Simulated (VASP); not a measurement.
Input of a VASP 6.6.1 run:

Contents of POSCAR:

```
Pd
1.0
    0.0000000000      1.9449000000      1.8476550000
    1.9449000000      0.0000000000      1.8476550000
    1.9449000000      1.9449000000      0.0000000000
Pd
1
Direct
    0.0000000000      0.0000000000      0.0000000000
```

File INCAR.step1:

```
  PREC = Accurate
  ENCUT = 520
  ISMEAR = 0
  SIGMA = 0.15
  LREAL = F
  LASPH = T
  NELM = 100
  NBANDS = 11
  GGA = PE
  ALGO = Normal
  EDIFF = 1E-4
  LWAVE = T
  LCHARG = F
```

The input INCAR.step2:

```
  PREC = Accurate
  ENCUT = 520
  EDIFF = 1E-6
  ISMEAR = 0
  SIGMA = 0.15
  LREAL = F
  LASPH = T
  NELM = 100
  ALGO = Normal
  ISIF = 2
  LWAVE = F
  LCHARG = T
  METAGGA = R2SCAN
  LMIXTAU = T
  LELF = T
  LVHAR = T
  NBANDS = 11
  ISTART = 1
```

Contents of KPOINTS:

```
Automatic mesh
0
Gamma
  20 20 20
```

Potentials or basis: VASP PAW PBE potentials, release 64 (Pd).

Launch:

```console
$ cat potpaw_PBE.64/Pd/POTCAR > POTCAR
$ cp INCAR.step1 INCAR
$ mpirun -np 1 vasp_std > vasp.out
$ cp INCAR.step2 INCAR
$ mpirun -np 1 vasp_std > vasp.out
```

Problem. What does it give for the pressure?

Solution. 15.7 GPa.

Problem. Predict the band gap on the k mesh.

Solution. Zero (band 5 reaches 11.05 eV, above the bottom of band 6 at 9.07 eV).

Stress tensor (GPa, compression positive):
```
15.00  0.00  0.00
 0.00 15.00  0.00
 0.00  0.00 17.18
```

Caveat: the cell differs from its parent crystal (strain +0.000 along x and y, -0.050 along z); the PAW data sets were made with another functional, which shifts forces and pressure a little.
